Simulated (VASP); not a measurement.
# AlSi16 (a cell with a defect) in VASP: a series of runs

Runs on AlSi16 (a cell with a defect). Level: PBE. Tasks: single point.

Everything below comes from runs of VASP 6.6.1. Logs are shortened: lines on timing, memory, paths and dates and some standing lists are left out, and cuts for length are marked.

### 1 The cell of the first run

The cell holds a defect, 17 atoms: a = 7.679 Å, b = 7.679 Å, c = 7.679 Å, α = 60.00°, β = 60.00°, γ = 60.00°.

### 2 Single point, PBE, collinear spin, zero start

Input file INCAR:

```
SYSTEM = AlSi16
PREC = Accurate
ENCUT = 520
EDIFF = 1E-6
ISMEAR = 0
SIGMA = 0.05
LREAL = Auto
LASPH = .TRUE.
NELM = 150
ALGO = Normal
ISIF = 2
LWAVE = .FALSE.
LCHARG = .TRUE.
ISPIN = 2
MAGMOM = 0 0 0 0 0 0 0 0 0 0 0 0 0 0 0 0 0
LORBIT = 11
GGA = PE
LELF = .TRUE.
LVHAR = .TRUE.
NBANDS = 52
```

Input file KPOINTS:

```
regular mesh
0
G
  2 2 2
  0 0 0
```

Input file POSCAR:

```
AlSi16
1.0
    0.0000000000      5.4300000000      5.4300000000
    5.4300000000      0.0000000000      5.4300000000
    5.4300000000      5.4300000000      0.0000000000
Si Al
16 1
Direct
   -0.0112718232      0.0009228361      0.0094996317
    0.1065250460      0.1187410681      0.1520744015
    0.0009041436      0.0131465009      0.5133242173
    0.1224906077      0.1347036832      0.6348834254
   -0.0192655617      0.5055493554      0.0057335175
    0.1126798343      0.6266735727      0.1268582873
   -0.0112723757      0.5093200737      0.5011068140
    0.1065228361      0.6518961326      0.6189252302
    0.4933291897     -0.0070579190      0.0057209024
    0.6144802026      0.1248557090      0.1268501842
    0.4971013812      0.0009140884      0.5010993554
    0.6396588398      0.1187277164      0.6189157459
    0.4838023941      0.4959795580     -0.0038320442
    0.6074664825      0.6196723757      0.1198594843
    0.4933301105      0.5055358195      0.4931291897
    0.6144802026      0.6266647330      0.6250446593
    0.2548581031      0.2670925414      0.7672709945
```

Potentials or basis: VASP PAW PBE potentials, release 64 (Si, Al).

Launch:

```sh
> cat potpaw_PBE.64/Si/POTCAR potpaw_PBE.64/Al/POTCAR > POTCAR
> mpirun -np 1 vasp_std > vasp.out
```

OUTCAR:

```text
SYSTEM = AlSi16
   PREC = Accurate
   ENCUT = 520
   EDIFF = 1E-6
   ISMEAR = 0
   LREAL = Auto
   LASPH = .TRUE.
   NELM = 150
   ISIF = 2
   ISPIN = 2
   LORBIT = 11
   GGA = PE

 ion  position               nearest neighbor table
   1  0.989  0.001  0.009-  10 2.35   6 2.35   4 2.35   2 2.37  17 2.90
   2  0.107  0.119  0.152-   3 2.27   1 2.37  17 2.43   9 2.43   5 2.43
   3  0.001  0.013  0.513-  12 2.27   2 2.27   8 2.27   4 2.29
   4  0.122  0.135  0.635-   3 2.29  11 2.35   7 2.35   1 2.35  17 2.49
   5  0.981  0.506  0.006-  14 2.34   6 2.35   2 2.43   8 2.43  17 2.60
   6  0.113  0.627  0.127-  13 2.33   5 2.35   7 2.35   1 2.35
   7  0.989  0.509  0.501-  16 2.35   6 2.35   4 2.35   8 2.37  17 2.90
   8  0.107  0.652  0.619-   3 2.27   7 2.37  17 2.43   5 2.43  15 2.43
   9  0.493  0.993  0.006-  14 2.34  10 2.35  12 2.43   2 2.43  17 2.60
  10  0.614  0.125  0.127-  13 2.33   9 2.35   1 2.35  11 2.35
  11  0.497  0.001  0.501-  10 2.35  16 2.35   4 2.35  12 2.37  17 2.90
  12  0.640  0.119  0.619-   3 2.27  11 2.37  17 2.43   9 2.43  15 2.43
  13  0.484  0.496  0.996-  14 2.33  16 2.33   6 2.33  10 2.33
  14  0.607  0.620  0.120-  13 2.33   5 2.34   9 2.34  15 2.34
  15  0.493  0.506  0.493-  14 2.34  16 2.35  12 2.43   8 2.43  17 2.60
  16  0.614  0.627  0.625-  13 2.33  15 2.35   7 2.35  11 2.35
  17  0.255  0.267  0.767-   8 2.43   2 2.43  12 2.43   4 2.49  15 2.60   5 2.60   9 2.60   7 2.90
                             1 2.90  11 2.90

  LATTYP: Found a face centered cubic cell.
 ALAT       =    10.8600000000

  Lattice vectors:

 A1 = (   0.0000000000,   5.4300000000,   5.4300000000)
 A2 = (   5.4300000000,   0.0000000000,   5.4300000000)
 A3 = (   5.4300000000,   5.4300000000,   0.0000000000)

Analysis of symmetry for initial positions (statically):
=====================================================================
 Subroutine PRICEL returns:
 Original cell was already a primitive cell.

 Routine SETGRP: Setting up the symmetry group for a
 face centered cubic supercell.

 Subroutine GETGRP returns: Found  1 space group operations
 (whereof  1 operations were pure point group operations)
 out of a pool of 48 trial point group operations.

The static configuration has the point symmetry C_1 .

Analysis of symmetry for dynamics (positions and initial velocities):
=====================================================================
 Subroutine PRICEL returns:
 Original cell was already a primitive cell.

 Routine SETGRP: Setting up the symmetry group for a
 face centered cubic supercell.

 Subroutine GETGRP returns: Found  1 space group operations
 (whereof  1 operations were pure point group operations)
 out of a pool of 48 trial point group operations.

The dynamic configuration has the point symmetry C_1 .

Analysis of structural, dynamic, and magnetic symmetry:
=====================================================================
 Subroutine PRICEL returns:
 Original cell was already a primitive cell.

 Routine SETGRP: Setting up the symmetry group for a
 face centered cubic supercell.

 Subroutine GETGRP returns: Found  1 space group operations
 (whereof  1 operations were pure point group operations)
 out of a pool of 48 trial point group operations.

The overall configuration has the point symmetry C_1 .

 Subroutine INISYM returns: Found  1 space group operations
 (whereof  1 operations are pure point group operations),
 and found     1 'primitive' translations

----------------------------------------------------------------------------------------

                                     Primitive cell

  volume of cell :     320.2060

  direct lattice vectors                    reciprocal lattice vectors
     0.000000000  5.430000000  5.430000000    -0.092081031  0.092081031  0.092081031
     5.430000000  0.000000000  5.430000000     0.092081031 -0.092081031  0.092081031
     5.430000000  5.430000000  0.000000000     0.092081031  0.092081031 -0.092081031

  length of vectors
     7.679179644  7.679179644  7.679179644     0.159489025  0.159489025  0.159489025

  position of ions in fractional coordinates (direct lattice)
     0.988728177  0.000922836  0.009499632
     0.106525046  0.118741068  0.152074402
[... 73 lines left out ...]
   number of dos      NEDOS =    301   number of ions     NIONS =     17
   total plane-waves  NPLWV = 216000
   dimension x,y,z NGX =    60 NGY =   60 NGZ =   60
   dimension x,y,z NGXF=   120 NGYF=  120 NGZF=  120
   ions per type =              16   1
   NGX,Y,Z   is equivalent  to a cutoff of  12.99, 12.99, 12.99 a.u.
   NGXF,Y,Z  is equivalent  to a cutoff of  25.98, 25.98, 25.98 a.u.
 SYSTEM =  AlSi16
   PREC   = accura    normal or accurate (medium, high low for compatibility)
   ISTART =      0    job   : 0-new  1-cont  2-samecut
   ICHARG =      2    charge: 1-file 2-atom 10-const
   ISPIN  =      2    spin polarized calculation?
   LNONCOLLINEAR =      F non collinear calculations
   LSORBIT =      F    spin-orbit coupling
   LASPH  =      T    aspherical Exc in radial PAW
   ENCUT  =  520.0 eV  38.22 Ry    6.18 a.u.  14.28 14.28 14.28*2*pi/ulx,y,z
   NELM   =    150;   NELMIN=  2; NELMDL= -5     # of ELM steps
   EDIFF  = 0.1E-05   stopping-criterion for ELM
   LREAL  =      T    real-space projection
   EDIFFG = 0.1E-04   stopping-criterion for IOM
   NSW    =      0    number of steps for IOM
[... 5 lines left out ...]
   TEBEG  =    0.0;   TEEND  =   0.0 temperature during run
   PSTRESS=    0.0 pullay stress
   NELECT =      67.0000    total number of electrons
   NUPDOWN=      -1.0000    fix difference up-down
   EMIN   =  10.00;   EMAX   =-10.00  energy-range for DOS
   EFERMI =   0.00;   METHOD = LEGACY
   ISMEAR =     0;   SIGMA  =   0.05  broadening in eV -4-tet -1-fermi 0-gaus
   EFERMI_NEDOS =   21; number of points for ismear=-14 and -15
   IALGO  =     38    algorithm
   IMIX   =      4    mixing-type and parameters
     AMIX     =   0.40;   BMIX     =  1.00
     AMIX_MAG =   1.60;   BMIX_MAG =  1.00
  volume/ion in A,a.u.               =      18.84       127.11
  Fermi-wavevector in a.u.,A,eV,Ry     =   0.971904  1.836632 12.852022  0.944597
  Thomas-Fermi vector in A             =   2.102159
   LORBIT       =     11    0 simple, 1 ext, 2 COOP (PROOUT), +10 PAW based schemes
   GGA     = PE    functional components
   LHFCALC =     F    Hartree Fock is set to
   AEXX    =    0.0000 exact exchange contribution
   IVDW    =     0    specifies the selected vdW correction
   LEPSILON=     F    determine dielectric tensor
   LRPA    =     F    only Hartree local field effects (RPA)
 spin polarized calculation
 Gauss-broadening in eV      SIGMA  =   0.05
  energy-cutoff  :      520.00
  volume of cell :      320.21
 maximum number of plane-waves:      8646
 NGX is ok and might be reduce to    60
   NGX = 29   NGY = 29   NGZ = 29

 number of electron      67.0000000 magnetization      -0.0000446

 number of electron      67.0000000 magnetization       0.0000052

 Free energy of the ion-electron system (eV)
  ---------------------------------------------------
  ext. energy  EPLUGINS =         0.00000000
  ---------------------------------------------------
  free energy    TOTEN  =       -86.60592211 eV

  energy without entropy =      -86.59886953  energy(sigma->0) =      -86.60239582

 E-fermi :   6.9132     XC(G=0):  -9.6614

 val. band max:        6.9131927127   @ k =   0.0000   0.0000   0.0000
 cond. band min:       6.9132288752   @ k =   0.0000   0.0000   0.0000
 fundamental gap:      0.0000361625
 Fermi energy:         6.9132103871

 spin component 1

 k-point     1 :       0.0000    0.0000    0.0000
  band No.  band energies     occupation
      1      -5.9869      1.00000
      2      -3.5554      1.00000
      3      -3.5225      1.00000
      4      -3.5225      1.00000
      5      -3.5071      1.00000
      6      -2.3469      1.00000
[... 373 lines left out ...]
     44      10.3392      0.00000
     45      10.3664      0.00000
 Fermi energy:         6.9132103871

 spin component 2

 k-point     1 :       0.0000    0.0000    0.0000
  band No.  band energies     occupation
      1      -5.9869      1.00000
      2      -3.5554      1.00000
      3      -3.5225      1.00000
      4      -3.5225      1.00000
      5      -3.5071      1.00000
      6      -2.3469      1.00000
[... 373 lines left out ...]
     44      10.3392      0.00000
     45      10.3664      0.00000
 [bands above 45 left out]

------------------------ aborting loop because EDIFF is reached ----------------------------------------

  FORCE on cell =-STRESS in cart. coord.  units (eV):
  Direction    XX          YY          ZZ          XY          YZ          ZX
  --------------------------------------------------------------------------------------
  -------------------------------------------------------------------------------------
  Total       10.6627038     10.6702704     10.6683285     -0.1488145     -0.1471879     -0.1486690
  in kB       53.3517223     53.3895825     53.3798657     -0.7446055     -0.7364666     -0.7438774
  external PRESSURE =      53.3737235 kB  Pullay stress =       0.0000000 kB

 VOLUME and BASIS-vectors are now :
 -----------------------------------------------------------------------------
  energy-cutoff  :      520.00
  volume of cell :      320.21
      direct lattice vectors                 reciprocal lattice vectors
     0.000000000  5.430000000  5.430000000    -0.092081031  0.092081031  0.092081031
     5.430000000  0.000000000  5.430000000     0.092081031 -0.092081031  0.092081031
     5.430000000  5.430000000  0.000000000     0.092081031  0.092081031 -0.092081031

 POSITION                                       TOTAL-FORCE (eV/Angst)
 -----------------------------------------------------------------------------------
      0.05659      5.42038      5.37381         0.006892      0.008126      0.024554
      1.47053      1.40419      1.22319         0.009827      0.008314      0.053765
      2.85874      2.79226      0.07629        -0.029105     -0.028695     -0.029056
      4.17886      4.11254      1.39656        -0.060520     -0.062375     -0.062236
      2.77627      5.35652      8.07052        -0.031707      0.030050      0.030367
      4.09168      1.30069      4.01469         0.007867      0.023952      0.024123
[... 9 lines left out ...]
      6.79678      6.73062      6.73942         0.024648      0.023845      0.009264
      5.61659      5.55016      2.83419        -0.206727     -0.204559     -0.205189
 -----------------------------------------------------------------------------------
    total drift:                                0.010143     -0.003945     -0.002324

  FREE ENERGIE OF THE ION-ELECTRON SYSTEM (eV)
  ---------------------------------------------------
  free  energy   TOTEN  =       -86.6059221116 eV

  energy  without entropy=      -86.5988695286  energy(sigma->0) =      -86.60239582

 total charge

# of ion       s       p       d       tot
------------------------------------------
    1        0.744   0.934   0.000   1.678
    2        0.762   0.937   0.000   1.699
    3        0.764   0.982   0.000   1.745
    4        0.747   0.965   0.000   1.712
    5        0.745   0.925   0.000   1.670
    6        0.745   0.952   0.000   1.697
[... 9 lines left out ...]
   16        0.745   0.952   0.000   1.697
   17        0.504   0.343   0.000   0.847
--------------------------------------------------
tot         12.486  15.452   0.000  27.938

 magnetization (x)

# of ion       s       p       d       tot
------------------------------------------
    1        0.000   0.000   0.000   0.000
    2       -0.000  -0.000   0.000  -0.000
    3        0.000   0.000   0.000   0.000
    4       -0.000  -0.000   0.000  -0.000
    5        0.000   0.000   0.000   0.000
    6        0.000   0.000   0.000   0.000
[... 9 lines left out ...]
   16        0.000  -0.000   0.000  -0.000
   17        0.000  -0.000   0.000   0.000
--------------------------------------------------
tot          0.000  -0.000   0.000   0.000
```

Run time: 9.2 min. Hardware: 1 thread of Intel Xeon Platinum 8259CL at 2.50GHz (Skylake/Cascade Lake), shared host; peak memory 0.7 GiB.

What came out:

```yaml
Free_energy: -86.6059 eV
Pressure: 5.3 GPa
Largest_force: 0.356 eV/Å
Net_moment: 0.00 μB per cell
Valence_electrons_inside_the_program's_atomic_spheres: Si 1.68, 1.70, 1.75, 1.71, 1.67 (each value once); Al 0.85
```

Forces in eV/Å, atoms in the order of the input:
```
Si   0.007  0.008  0.025
Si   0.010  0.008  0.054
Si  -0.029 -0.029 -0.029
Si  -0.061 -0.062 -0.062
Si  -0.032  0.030  0.030
Si   0.008  0.024  0.024
Si   0.007  0.025  0.007
Si   0.010  0.054  0.009
Si   0.030 -0.030  0.029
Si   0.024  0.009  0.024
Si   0.022  0.009  0.010
Si   0.055  0.008  0.008
Si   0.052  0.051  0.051
Si   0.049  0.047  0.047
Si   0.030  0.029 -0.030
Si   0.025  0.024  0.009
Al  -0.207 -0.205 -0.205
```

Caveat: the k points lie up to 0.50 Å⁻¹ apart; no moment was typed at the start, so none could form.

[end of part 1 of 2]
